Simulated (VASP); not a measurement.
Set up this calculation in VASP 6.6.1, as the native input.

| Item | Value |
| --- | --- |
| Task | single point |
| Functional | PBEsol |
| Potentials or basis | VASP PAW PBE potentials, release 64 (Hf_pv, O) |
| Cutoff | 520 eV |
| k mesh | 8 × 8 × 8 |
| Occupations | gaussian, width 0.05 eV |
| Spin | no spin polarisation |
| Dipole correction | no |
| Further INCAR settings | ALGO = Normal; EDIFF = 1e-06; NBANDS = 18 |

The structure of HfO2 lies in POSCAR:

```
HfO2
1.0
   -0.1321308338      2.4351781128      2.4351781128
    2.4351781128     -0.1321308338      2.4351781128
    2.4351781128      2.4351781128     -0.1321308338
Hf O
1 2
Direct
    0.0000000000      0.0000000000      0.0000000000
    0.2500000000      0.2500000000      0.2500000000
    0.7500000000      0.7500000000      0.7500000000
```

The input as run:

INCAR

```
SYSTEM = HfO2
ALGO     = Normal         ! electronic algorithm
EDIFF    = 1E-6           ! SCF threshold, eV
ENCUT    = 520            ! plane-wave cutoff, eV
GGA      = PS             ! functional
ISIF     = 2              ! what is computed and relaxed
ISMEAR   = 0              ! smearing method
LASPH    = .TRUE.         ! aspherical terms in the spheres
LCHARG   = .FALSE.        ! write CHGCAR
LREAL    = .FALSE.        ! projectors in reciprocal space
LWAVE    = .FALSE.        ! write WAVECAR
NBANDS   = 18             ! bands
NELM     = 60             ! most SCF steps
PREC     = Accurate       ! precision mode
SIGMA    = 0.05           ! smearing width, eV
```

KPOINTS

```
k-points
0
G
  8 8 8
  0 0 0
```

Potentials or basis: VASP PAW PBE potentials, release 64 (Hf_pv, O).

Run with:

```console
$ cat potpaw_PBE.64/Hf_pv/POTCAR potpaw_PBE.64/O/POTCAR > POTCAR
$ mpirun -np 1 vasp_std > vasp.out
```

It gave:

| Item | Value |
| --- | --- |
| Pressure | 6.1 GPa |
| Largest force | 1.112 eV/Å |
| Band gap on the k mesh | 3.85 eV, direct |

Caveat: the PAW data sets were made with another functional, which shifts forces and pressure a little; spin-orbit coupling is left out, which moves the levels of the heavy elements.

It took 57 s on 1 thread of Intel(R) Xeon(R) Platinum 8259CL CPU @ 2.50GHz (Skylake/Cascade Lake), with other jobs on the host, peak memory 0.18 GiB.
